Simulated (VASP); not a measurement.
A run of VASP 6.6.1:

Contents of INCAR:

```
SYSTEM = Ti2O
  PREC = Accurate
  ENCUT = 600
  EDIFF = 1E-7
  ISMEAR = -1
  SIGMA = 0.02
  LREAL = .False.
  LASPH = .True.
  NELM = 150
  ALGO = Normal
  ISIF = 3
  LWAVE = .False.
  LCHARG = .False.
  ISPIN = 2
  MAGMOM = 0.5 0.5 0
  LORBIT = 11
  LMAXMIX = 4
  GGA = PS
  IBRION = 2
  NSW = 80
  EDIFFG = -0.02
```

The input KPOINTS:

```
regular mesh
0
Gamma
  8 8 5
  0 0 0
```

File POSCAR:

```
Ti2O
1.0
    2.9194000000      0.0000000000      0.0000000000
   -1.4597000000      2.5282750000      0.0000000000
    0.0000000000      0.0000000000      4.7130000000
Ti O
2 1
Direct
    0.6666666667      0.3333333333      0.2787400000
    0.3333333333      0.6666666667      0.7212600000
    0.0000000000      0.0000000000      0.0000000000
```

Potentials or basis: VASP PAW PBE potentials, release 64 (Ti_sv, O).

Command:

```sh
$ cat potpaw_PBE.64/Ti_sv/POTCAR potpaw_PBE.64/O/POTCAR > POTCAR
$ mpirun -np 1 vasp_std > vasp.out
```

Hardware: 1 thread of Intel(R) Xeon(R) Platinum 8259CL CPU @ 2.50GHz (Skylake/Cascade Lake), with other jobs on the host.

Q: Estimate the wall time of this run.

A: It took 4.6 min on 1 thread of Intel(R) Xeon(R) Platinum 8259CL CPU @ 2.50GHz (Skylake/Cascade Lake) (shared host), peak memory 0.21 GiB. Counts: scf iterations 80, k points 40, ion steps 8.
